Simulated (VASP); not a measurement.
# SiN (P-6m2) in VASP: a series of runs

Runs on SiN. Level: PBE. Tasks: single point, relaxation of cell and atoms.

Program: VASP 6.6.1. These are calculated values, not measurements. Logs are shortened: lines on timing, memory, paths and dates and some standing lists are left out, and cuts for length are marked.

## Step 1: The cell of the first run

The structure is hexagonal, space group P-6m2 (No. 187). Conventional cell: a = 2.755 Å, b = 2.755 Å, c = 2.663 Å, α = 90.00°, β = 90.00°, γ = 120.00°. Within 2.7 Å of Si (site symmetry -6m2) lie 6 N at 2.07 Å and 2 Si at 2.66 Å. Within 2.7 Å of N (site symmetry -6m2) lie 6 Si at 2.07 Å and 2 N at 2.66 Å.

## Step 2: Single point, PBE

Input file INCAR:

```
SYSTEM = SiN
  PREC = Accurate
  ENCUT = 520
  EDIFF = 1E-7
  ISMEAR = 0
  SIGMA = 0.1
  LREAL = .False.
  LASPH = .True.
  NELM = 100
  ALGO = Normal
  ISIF = 2
  LWAVE = .False.
  LCHARG = .False.
  GGA = PE
  NBANDS = 12
```

Input file KPOINTS:

```
regular mesh
0
Gamma
  6 6 6
  0 0 0
```

Input file POSCAR:

```
SiN
1.0
    2.7548624505      0.0000000000      0.0000000000
   -1.3774312253      2.3857808661      0.0000000000
    0.0000000000      0.0000000000      2.6634078526
Si N
1 1
Direct
    0.0000000000      0.0000000000      0.0000000000
    0.6666666667      0.3333333333      0.5000000000
```

Potentials or basis: VASP PAW PBE potentials, release 64 (Si, N).

Launch:

```
$ cat potpaw_PBE.64/Si/POTCAR potpaw_PBE.64/N/POTCAR > POTCAR
$ mpirun -np 1 vasp_std > vasp.out
```

OUTCAR:

```text
SYSTEM = SiN
   PREC = Accurate
   ENCUT = 520
   EDIFF = 1E-7
   ISMEAR = 0
   LREAL = .False.
   LASPH = .True.
   NELM = 100
   ISIF = 2
   GGA = PE

 ion  position               nearest neighbor table
   1  0.000  0.000  0.000-   2 2.07   2 2.07   2 2.07   2 2.07   2 2.07   2 2.07
   2  0.667  0.333  0.500-   1 2.07   1 2.07   1 2.07   1 2.07   1 2.07   1 2.07

  LATTYP: Found a hexagonal cell.
 ALAT       =     2.7548624505
 C/A-ratio  =     0.9668024812

  Lattice vectors:

 A1 = (   2.7548624505,   0.0000000000,   0.0000000000)
 A2 = (  -1.3774312253,   2.3857808661,   0.0000000000)
 A3 = (   0.0000000000,   0.0000000000,   2.6634078526)

Analysis of symmetry for initial positions (statically):
=====================================================================
 Subroutine PRICEL returns:
 Original cell was already a primitive cell.

 Routine SETGRP: Setting up the symmetry group for a
 hexagonal supercell.

 Subroutine GETGRP returns: Found 12 space group operations
 (whereof 12 operations were pure point group operations)
 out of a pool of 24 trial point group operations.

The static configuration has the point symmetry D_3h.

Analysis of symmetry for dynamics (positions and initial velocities):
=====================================================================
 Subroutine PRICEL returns:
 Original cell was already a primitive cell.

 Routine SETGRP: Setting up the symmetry group for a
 hexagonal supercell.

 Subroutine GETGRP returns: Found 12 space group operations
 (whereof 12 operations were pure point group operations)
 out of a pool of 24 trial point group operations.

The dynamic configuration has the point symmetry D_3h.

 Subroutine INISYM returns: Found 12 space group operations
 (whereof 12 operations are pure point group operations),
 and found     1 'primitive' translations

----------------------------------------------------------------------------------------

                                     Primitive cell

  volume of cell :      17.5052

  direct lattice vectors                    reciprocal lattice vectors
     2.754862451  0.000000000  0.000000000     0.362994530  0.209574990  0.000000000
    -1.377431225  2.385780866  0.000000000     0.000000000  0.419149979  0.000000000
     0.000000000  0.000000000  2.663407853     0.000000000  0.000000000  0.375458831

  length of vectors
     2.754862451  2.754862451  2.663407853     0.419149979  0.419149979  0.375458831

  position of ions in fractional coordinates (direct lattice)
     0.000000000  0.000000000  0.000000000
     0.666666667  0.333333333  0.500000000

  ion indices of the primitive-cell ions
   primitive index   ion index
                 1           1
                 2           2

----------------------------------------------------------------------------------------

 KPOINTS: regular mesh

Automatic generation of k-mesh.
 Grid dimensions read from file:
 generate k-points for:    6    6    6

 Generating k-lattice:

  Cartesian coordinates                     Fractional coordinates (reciprocal lattice)
     0.060499088  0.034929165  0.000000000     0.166666667 -0.000000000  0.000000000
     0.000000000  0.069858330  0.000000000     0.000000000  0.166666667  0.000000000
     0.000000000  0.000000000  0.062576472     0.000000000  0.000000000  0.166666667

  Length of vectors
     0.069858330  0.069858330  0.062576472

  Shift w.r.t. Gamma in fractional coordinates (k-lattice)
     0.000000000  0.000000000  0.000000000

 Subroutine IBZKPT returns following result:
 ===========================================

 Found     28 irreducible k-points:

 Following reciprocal coordinates:
            Coordinates               Weight
  0.000000  0.000000  0.000000      1.000000
  0.166667 -0.000000  0.000000      6.000000
  0.333333  0.000000  0.000000      6.000000
  0.500000 -0.000000  0.000000      3.000000
  0.166667  0.166667  0.000000      6.000000
  0.333333  0.166667  0.000000     12.000000
[... 16 lines left out ...]
  0.166667 -0.000000  0.500000      6.000000
  0.333333  0.000000  0.500000      6.000000
 [... further k-points ...]
   k-points           NKPTS =     28   k-points in BZ     NKDIM =     28   number of bands    NBANDS=     12
   number of dos      NEDOS =    301   number of ions     NIONS =      2
   total plane-waves  NPLWV =   8000
   dimension x,y,z NGX =    20 NGY =   20 NGZ =   20
   dimension x,y,z NGXF=    40 NGYF=   40 NGZF=   40
   ions per type =               1   1
   NGX,Y,Z   is equivalent  to a cutoff of  12.07, 12.07, 12.48 a.u.
   NGXF,Y,Z  is equivalent  to a cutoff of  24.14, 24.14, 24.97 a.u.
 SYSTEM =  SiN
   PREC   = accura    normal or accurate (medium, high low for compatibility)
   ISTART =      0    job   : 0-new  1-cont  2-samecut
   ICHARG =      2    charge: 1-file 2-atom 10-const
   ISPIN  =      1    spin polarized calculation?
   LNONCOLLINEAR =      F non collinear calculations
   LSORBIT =      F    spin-orbit coupling
   LASPH  =      T    aspherical Exc in radial PAW
   ENCUT  =  520.0 eV  38.22 Ry    6.18 a.u.   5.12  5.12  4.95*2*pi/ulx,y,z
   NELM   =    100;   NELMIN=  2; NELMDL= -5     # of ELM steps
   EDIFF  = 0.1E-06   stopping-criterion for ELM
   LREAL  =      F    real-space projection
   EDIFFG = 0.1E-05   stopping-criterion for IOM
   NSW    =      0    number of steps for IOM
   IBRION =     -1    ionic relax: 0-MD 1-quasi-New 2-CG
   NFREE  =      0    steps in history (QN), initial steepest desc. (CG)
   ISIF   =      2    stress and relaxation
   ISYM   =      2    0-nonsym 1-usesym 2-fastsym
   POTIM  = 0.5000    time-step for ionic-motion
   TEBEG  =    0.0;   TEEND  =   0.0 temperature during run
   PSTRESS=    0.0 pullay stress
   NELECT =       9.0000    total number of electrons
   NUPDOWN=      -1.0000    fix difference up-down
   EMIN   =  10.00;   EMAX   =-10.00  energy-range for DOS
   EFERMI =   0.00;   METHOD = LEGACY
   ISMEAR =     0;   SIGMA  =   0.10  broadening in eV -4-tet -1-fermi 0-gaus
   EFERMI_NEDOS =   21; number of points for ismear=-14 and -15
   IALGO  =     38    algorithm
   IMIX   =      4    mixing-type and parameters
     AMIX     =   0.40;   BMIX     =  1.00
     AMIX_MAG =   1.60;   BMIX_MAG =  1.00
  volume/ion in A,a.u.               =       8.75        59.07
  Fermi-wavevector in a.u.,A,eV,Ry     =   1.311494  2.478364 23.402243  1.720016
  Thomas-Fermi vector in A             =   2.441952
   LORBIT       =      0    0 simple, 1 ext, 2 COOP (PROOUT), +10 PAW based schemes
   GGA     = PE    functional components
   LHFCALC =     F    Hartree Fock is set to
   AEXX    =    0.0000 exact exchange contribution
   IVDW    =     0    specifies the selected vdW correction
   LEPSILON=     F    determine dielectric tensor
   LRPA    =     F    only Hartree local field effects (RPA)
 non-spin polarized calculation
 Gauss-broadening in eV      SIGMA  =   0.10
  energy-cutoff  :      520.00
  volume of cell :       17.51
 maximum number of plane-waves:       483
   NGX = 11   NGY = 11   NGZ =  9

 number of electron       9.0000000 magnetization

 Free energy of the ion-electron system (eV)
  ---------------------------------------------------
  ext. energy  EPLUGINS =         0.00000000
  ---------------------------------------------------
  free energy    TOTEN  =       -12.84265776 eV

  energy without entropy =      -12.83909538  energy(sigma->0) =      -12.84087657

 E-fermi :  12.8651     XC(G=0): -12.5182

 val. band max:       12.7781058128   @ k =   0.5000  -0.0000   0.1667
 cond. band min:      12.9009249033   @ k =   0.3333   0.1667   0.5000
 fundamental gap:      0.1228190905
 Fermi energy:        12.8650814308

 k-point     1 :       0.0000    0.0000    0.0000
  band No.  band energies     occupation
      1      -8.4283      2.00000
      2       7.6231      2.00000
      3       9.1972      2.00000
      4       9.1972      2.00000
      5      10.3535      2.00000
      6      17.5814      0.00000
      7      19.4625      0.00000
      8      19.4625      0.00000
      9      24.7047      0.00000
     10      26.4636      0.00000
     11      28.4804      0.00000
     12      28.4804      0.00000

 k-point     2 :       0.1667   -0.0000    0.0000
  band No.  band energies     occupation
      1      -7.8736      2.00000
      2       6.2446      2.00000
      3       7.9703      2.00000
      4       8.6060      2.00000
      5      11.7332      2.00000
      6      16.7285      0.00000
      7      20.2646      0.00000
      8      20.5598      0.00000
      9      23.4712      0.00000
     10      26.1980      0.00000
     11      28.8757      0.00000
     12      31.3008      0.00000

 k-point     3 :       0.3333    0.0000    0.0000
  band No.  band energies     occupation
      1      -6.3695      2.00000
      2       2.3521      2.00000
      3       7.6665      2.00000
      4       8.7879      2.00000
      5      12.4037      2.00000
      6      16.0712      0.00000
      7      20.6200      0.00000
      8      21.1276      0.00000
      9      22.1344      0.00000
     10      26.6606      0.00000
     11      30.1338      0.00000
     12      30.3027      0.00000
[... 286 lines left out ...]
 k-point    23 :       0.1667   -0.0000    0.5000
  band No.  band energies     occupation
      1      -5.1280      2.00000
      2      -0.7351      2.00000
      3       8.2538      2.00000
      4       9.9047      2.00000
      5      14.4210      0.00000
      6      18.0230      0.00000
      7      19.4066      0.00000
      8      19.4674      0.00000
      9      23.7580      0.00000
     10      25.6817      0.00000
     11      26.8612      0.00000
     12      26.9708      0.00000

 k-point    24 :       0.3333    0.0000    0.5000
  band No.  band energies     occupation
      1      -3.9059      2.00000
      2       0.9780      2.00000
      3       4.9734      2.00000
      4       9.1699      2.00000
      5      10.0041      2.00000
      6      17.6738      0.00000
      7      17.9231      0.00000
      8      18.1164      0.00000
      9      24.5448      0.00000
     10      27.1031      0.00000
     11      30.0171      0.00000
     12      32.0666      0.00000

 [... further k-points ...]
[... 5 lines left out ...]
  --------------------------------------------------------------------------------------
  -------------------------------------------------------------------------------------
  Total        0.0088179      0.0088179      0.0154093     -0.0000000     -0.0000000      0.0000000
  in kB        0.8070649      0.8070649      1.4103426     -0.0000000     -0.0000000      0.0000000
  external PRESSURE =       1.0081575 kB  Pullay stress =       0.0000000 kB

 VOLUME and BASIS-vectors are now :
 -----------------------------------------------------------------------------
  energy-cutoff  :      520.00
  volume of cell :       17.51
      direct lattice vectors                 reciprocal lattice vectors
     2.754862451  0.000000000  0.000000000     0.362994530  0.209574990  0.000000000
    -1.377431225  2.385780866  0.000000000     0.000000000  0.419149979  0.000000000
     0.000000000  0.000000000  2.663407853     0.000000000  0.000000000  0.375458831

 POSITION                                       TOTAL-FORCE (eV/Angst)
 -----------------------------------------------------------------------------------
      0.00000      0.00000      0.00000        -0.000000     -0.000000      0.000000
      1.37743      0.79526      1.33170         0.000000      0.000000      0.000000
 -----------------------------------------------------------------------------------
    total drift:                               -0.000000      0.000000      0.000000

  FREE ENERGIE OF THE ION-ELECTRON SYSTEM (eV)
  ---------------------------------------------------
  free  energy   TOTEN  =       -12.8426577597 eV

  energy  without entropy=      -12.8390953824  energy(sigma->0) =      -12.84087657
```

It took 4.1 s on 1 thread of Intel Xeon Platinum 8488C (Sapphire Rapids), shared host; peak memory 0.11 GiB.

What came out:

* Free energy: -12.8427 eV
* Pressure: 0.1 GPa

Levels at points of the mesh, in eV from the Fermi level:
```
           k point  band 3  band 4  band 5  band 6  band 7  band 8
(0.00, 0.00, 0.00)   -3.67   -3.67   -2.51    4.72    6.60    6.60
(0.50, 0.00, 0.00)   -5.59   -3.58   -0.58    4.44    5.91    7.08
(0.00, 0.00, 0.50)   -2.53   -2.53    3.86    4.06    8.62    8.62
(0.50, 0.00, 0.50)   -9.60   -5.44   -4.02    4.22    4.52    4.81
```

Caveat: the k points lie up to 0.44 Å⁻¹ apart.

## Step 3: Single point, PBE

This run uses another cell than the first one, of 9.91 Å³/atom, 1.132 times its volume.

Input file INCAR:

```
PREC     = Accurate       # precision mode
ENCUT    = 520            # plane-wave cutoff, eV
EDIFF    = 1E-7           # SCF threshold, eV
ISMEAR   = 0              # smearing method
SIGMA    = 0.1            # smearing width, eV
LREAL    = False          # projectors in reciprocal space
LASPH    = True           # aspherical terms in the spheres
NELM     = 60             # most SCF steps
ALGO     = Normal         # electronic algorithm
ISIF     = 2              # what is computed and relaxed
LWAVE    = False          # write WAVECAR
LCHARG   = False          # write CHGCAR
GGA      = PE             # functional
NBANDS   = 12             # bands
```

Input file KPOINTS:

```
regular mesh
0
Gamma
  6 6 6
```

Input file POSCAR:

```
SiN
1.0
    2.8628097350      0.0000000000      0.0000000000
   -1.4314048675      2.4792659567      0.0000000000
    0.0000000000      0.0000000000      2.7922374524
Si N
1 1
Direct
    0.0000000000      0.0000000000      0.0000000000
    0.6666666667      0.3333333333      0.5000000000
```

Potentials or basis: VASP PAW PBE potentials, release 64 (Si, N).

Launch:

```
$ cat potpaw_PBE.64/Si/POTCAR potpaw_PBE.64/N/POTCAR > POTCAR
$ mpirun -np 1 vasp_std > vasp.out
```

Run time: 5 s. Hardware: 1 thread of Intel Xeon Platinum 8488C (Sapphire Rapids), shared host; peak memory 0.13 GiB.

It converged, with:

| Item | Value |
| --- | --- |
| Free energy | -12.7087 eV |
| Pressure | -16.9 GPa |

Stress tensor (GPa, compression positive):
```
-14.27   0.00   0.00
  0.00 -14.27   0.00
  0.00   0.00 -22.10
```

Levels at points of the mesh, in eV from the Fermi level:
```tsv
k point	band 1	band 2	band 3	band 4	band 5	band 6	band 7	band 8	band 9	band 10
(0.00, 0.00, 0.00)	-19.55	-4.57	-3.23	-2.92	-2.92	5.19	6.36	6.36	10.51	13.22
(0.50, 0.00, 0.00)	-16.67	-11.27	-4.67	-2.98	-0.66	3.78	5.88	6.43	8.69	14.96
(0.00, 0.00, 0.50)	-17.10	-12.88	-1.94	-1.94	3.20	3.56	7.82	7.82	10.72	10.72
(0.50, 0.00, 0.50)	-14.95	-9.08	-8.26	-5.12	-3.21	3.99	4.05	4.76	12.09	13.52
```

Caveat: the k points lie up to 0.42 Å⁻¹ apart.

## Step 4: Relaxation of cell and atoms, PBE

This run uses another cell than the first one, of 9.91 Å³/atom, 1.132 times its volume.

Input file INCAR:

```
SYSTEM = SiN
  PREC = Accurate
  ENCUT = 600
  EDIFF = 1E-6
  ISMEAR = 0
  SIGMA = 0.1
  LREAL = .False.
  LASPH = .True.
  NELM = 100
  ALGO = Normal
  ISIF = 3
  LWAVE = .False.
  LCHARG = .False.
  GGA = PE
  IBRION = 2
  NSW = 90
  EDIFFG = -0.04
```

Input file KPOINTS:

```
Automatic mesh
0
Gamma
  6 6 6
  0 0 0
```

POSCAR is that of step 3.

Potentials or basis: VASP PAW PBE potentials, release 64 (Si, N).

Launch:

```
$ cat potpaw_PBE.64/Si/POTCAR potpaw_PBE.64/N/POTCAR > POTCAR
$ mpirun -np 1 vasp_std > vasp.out
```

OUTCAR:

```text
SYSTEM = SiN
   PREC = Accurate
   ENCUT = 600
   EDIFF = 1E-6
   ISMEAR = 0
   LREAL = .False.
   LASPH = .True.
   NELM = 100
   ISIF = 3
   GGA = PE
   IBRION = 2
   NSW = 90
   EDIFFG = -0.04

 ion  position               nearest neighbor table
   1  0.000  0.000  0.000-   2 2.16   2 2.16   2 2.16   2 2.16   2 2.16   2 2.16
   2  0.667  0.333  0.500-   1 2.16   1 2.16   1 2.16   1 2.16   1 2.16   1 2.16

  LATTYP: Found a hexagonal cell.
 ALAT       =     2.8628097350
 C/A-ratio  =     0.9753485949

  Lattice vectors:

 A1 = (   2.8628097350,   0.0000000000,   0.0000000000)
 A2 = (  -1.4314048675,   2.4792659567,   0.0000000000)
 A3 = (   0.0000000000,   0.0000000000,   2.7922374524)

Analysis of symmetry for initial positions (statically):
[... 360 lines left out ...]
  ---------------------------------------------------
  free energy    TOTEN  =       -12.84875648 eV

  energy without entropy =      -12.84522479  energy(sigma->0) =      -12.84699064

 E-fermi :  12.8813     XC(G=0): -12.5228

 val. band max:       12.7919998833   @ k =   0.5000   0.0000   0.1667
 cond. band min:      12.9175998915   @ k =   0.3333   0.1667   0.5000
 fundamental gap:      0.1256000081
 Fermi energy:        12.8812692280

 k-point     1 :       0.0000    0.0000    0.0000
  band No.  band energies     occupation
      1      -8.4255      2.00000
      2       7.6327      2.00000
      3       9.2099      2.00000
      4       9.2099      2.00000
      5      10.3744      2.00000
      6      17.5954      0.00000
      7      19.4826      0.00000
      8      19.4826      0.00000
[... 243 lines left out ...]
 k-point    24 :       0.3333   -0.0000    0.5000
  band No.  band energies     occupation
      1      -3.8985      2.00000
      2       0.9833      2.00000
      3       4.9815      2.00000
      4       9.1816      2.00000
      5      10.0183      2.00000
      6      17.6926      0.00000
      7      17.9446      0.00000
      8      18.1362      0.00000

 [... further k-points ...]
[... 5 lines left out ...]
  --------------------------------------------------------------------------------------
  -------------------------------------------------------------------------------------
  Total        0.0017420      0.0017420      0.0097015      0.0000000     -0.0000000      0.0000000
  in kB        0.1595785      0.1595785      0.8887356      0.0000000     -0.0000000      0.0000000
  external PRESSURE =       0.4026308 kB  Pullay stress =       0.0000000 kB
[... 17 lines left out ...]
  FREE ENERGIE OF THE ION-ELECTRON SYSTEM (eV)
  ---------------------------------------------------
  free  energy   TOTEN  =       -12.8487564810 eV

  energy  without entropy=      -12.8452247922  energy(sigma->0) =      -12.84699064

 reached required accuracy - stopping structural energy minimisation
```

It took 13 s on 1 thread of Intel Xeon Platinum 8488C (Sapphire Rapids), shared host; peak memory 0.13 GiB.

What came out:

| Item | Value |
| --- | --- |
| Free energy | -12.8488 eV |
| Relaxed volume | 8.74 Å³/atom |
| Relaxed cell | a = 2.754 Å, b = 2.754 Å, c = 2.663 Å, α = 90.00°, β = 90.00°, γ = 120.00° |
| Space group after relaxing (to 0.05 Å) | P-6m2 (No. 187) |
| Energy gained by relaxing | 69.1 meV/atom |
| Ionic steps | 6 |
| Pressure after relaxing | 0.0 GPa |

Step by step:
| step | energy change (eV) | largest force (eV/Å) | pressure (GPa) | volume (Å³) |
| --- | --- | --- | --- | --- |
| 1 | 0.0000 | 0.0000 | -17.03 | 19.82 |
| 2 | -0.1171 | 0.0000 | 7.06 | 16.94 |
| 3 | -0.1353 | 0.0000 | -0.88 | 17.63 |
| 4 | -0.1353 | 0.0000 | -0.44 | 17.59 |
| 5 | -0.1362 | 0.0000 | 0.55 | 17.40 |
| 6 | -0.1382 | 0.0000 | 0.04 | 17.49 |

Final structure:
```
Si N
1.0
     2.75396    0.00000    0.00000
    -1.37698    2.38500    0.00000
     0.00000    0.00000    2.66275
Si N
1 1
Direct
  0.00000 0.00000 0.00000
  0.66667 0.33333 0.50000
```

Caveat: the k points lie up to 0.44 Å⁻¹ apart in the final cell.

(Part 1 of 2 ends here.)
